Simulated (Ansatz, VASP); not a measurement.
# Rh: VASP beside Ansatz

The input POSCAR:

```
Rh
1.0
    0.0000000000      1.8999513062      1.8999513062
    1.8999513062      0.0000000000      1.8999513062
    1.8999513062      1.8999513062      0.0000000000
Rh
1
Direct
    0.0000000000      0.0000000000      0.0000000000
```

The input INCAR.step1:

```
SYSTEM = Rh
  PREC = Accurate
  ENCUT = 520
  ISMEAR = 0
  SIGMA = 0.15
  LREAL = .FALSE.
  LASPH = .TRUE.
  NELM = 80
  NBANDS = 14
  GGA = PE
  ALGO = Normal
  EDIFF = 1E-4
  LWAVE = .TRUE.
  LCHARG = .FALSE.
```

The input INCAR.step2:

```
SYSTEM = Rh
  PREC = Accurate
  ENCUT = 520
  EDIFF = 1E-6
  ISMEAR = 0
  SIGMA = 0.15
  LREAL = .FALSE.
  LASPH = .TRUE.
  NELM = 80
  ALGO = Normal
  ISIF = 2
  LWAVE = .FALSE.
  LCHARG = .TRUE.
  METAGGA = R2SCAN
  LMIXTAU = .TRUE.
  LELF = .TRUE.
  LVHAR = .TRUE.
  NBANDS = 14
  ISTART = 1
```

KPOINTS

```
Automatic mesh
0
G
  28 28 28
  0 0 0
```

Input for Ansatz:

```yaml
crystal:
  lattice:
    - [0.0, 1.8999513062, 1.8999513062]
    - [1.8999513062, 0.0, 1.8999513062]
    - [1.8999513062, 1.8999513062, 0.0]
  atoms:
    - { symbol: Rh, position: [0.0, 0.0, 0.0] }
basis:
  ecutwfc: 500
kpoints:
  mp_grid: { grid: [28, 28, 28] }
hamiltonian:
  xc: r2scan
scf:
  occupations: { method: gaussian, width: 0.15 }
output:
  forces: true
  stress: true
  eigenvalues: true
  write_density: true
  write_potential: true
  elf: true
  volumetric_format: npy
```

Alike in both runs: task single point; functional r2SCAN; k mesh 28 × 28 × 28; occupations gaussian, width 0.15 eV; no spin polarisation.

```csv
,VASP,Ansatz
version,VASP 6.6.1,Ansatz 0.2.0
potentials or method,"VASP PAW PBE potentials, release 64 (Rh_pv), cutoff 520 eV","scalar-relativistic, plane waves, PAW"
valence electrons in the cell,15,17
```

VASP gave:

* gap on the k mesh at the Fermi level (eV): none
* pressure (GPa): 1.3

Q: Estimate Ansatz's values.

A: gap on the k mesh at the Fermi level (eV): none; pressure (GPa): 0.1.

VASP's potentials were made for PBE, not for r2SCAN. A gap of «none» marks a metal or a gap that the smearing closes. VASP's potentials hold 15 valence electrons a cell and Ansatz's 17, so a difference there can come from the potentials and not from the codes.
